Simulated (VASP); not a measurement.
## Cl: single point with r2SCAN

The system is Cl.

```
Cl
1.0
     3.17488   -2.01562    0.00000
     3.17488    2.01562    0.00000
     0.00000    0.00000    8.03900
Cl
4
Direct
  0.88042 0.11958 0.10584
  0.61958 0.38042 0.60584
  0.11958 0.88042 0.89416
  0.38042 0.61958 0.39416
```

| Item | Value |
| --- | --- |
| Program | VASP 6.6.1 |
| Task | single point |
| Functional | r2SCAN |
| Potentials or basis | VASP PAW PBE potentials, release 64 (Cl) |
| Cutoff | 520 eV |
| k mesh | 8 × 8 × 4 |
| Occupations | fermi-dirac, width 0.05 eV |
| Spin | no spin polarisation |
| Dipole correction | no |
| Further INCAR settings | ALGO = Normal; EDIFF = 1e-06; NBANDS = 22 |

```json
{"Pressure": "2.6 GPa", "Largest force": "0.832 eV/Å", "Band gap on the k mesh": "3.01 eV"}
```

Forces on the atoms (eV/Å):
```
Cl   0.000  0.443  0.704
Cl   0.000 -0.443  0.704
Cl   0.000 -0.443 -0.704
Cl   0.000  0.443 -0.704
```

Stress tensor (GPa, compression positive):
```
0.38 0.00 0.00
0.00 2.19 0.00
0.00 0.00 5.30
```

Levels at points of the mesh, in eV from the valence-band top:
```tsv
k point	band 11	band 12	band 13	band 14	band 15	band 16	band 17	band 18
(0.00, 0.00, 0.00)	-0.98	-0.41	-0.14	0.00	3.01	3.97	7.48	7.54
(0.50, 0.00, 0.00)	-0.92	-0.92	-0.30	-0.30	3.72	3.72	8.39	8.39
(0.50, 0.50, 0.00)	-1.59	-1.22	-0.45	-0.22	3.09	3.72	8.67	8.86
(0.00, 0.00, 0.50)	-0.83	-0.83	-0.07	-0.07	3.40	3.40	7.87	7.87
(0.50, 0.00, 0.50)	-0.68	-0.68	-0.07	-0.07	3.42	3.42	8.71	8.71
(0.50, 0.50, 0.50)	-0.96	-0.96	-0.87	-0.87	3.32	3.32	9.43	9.43
```

It took 2.4 min on 1 thread of Intel(R) Xeon(R) 6975P-C (Granite Rapids), on a shared host, peak memory 0.26 GiB.

Caveat: the PAW data sets were made with another functional, which shifts forces and pressure a little. A k mesh can miss the band edges.
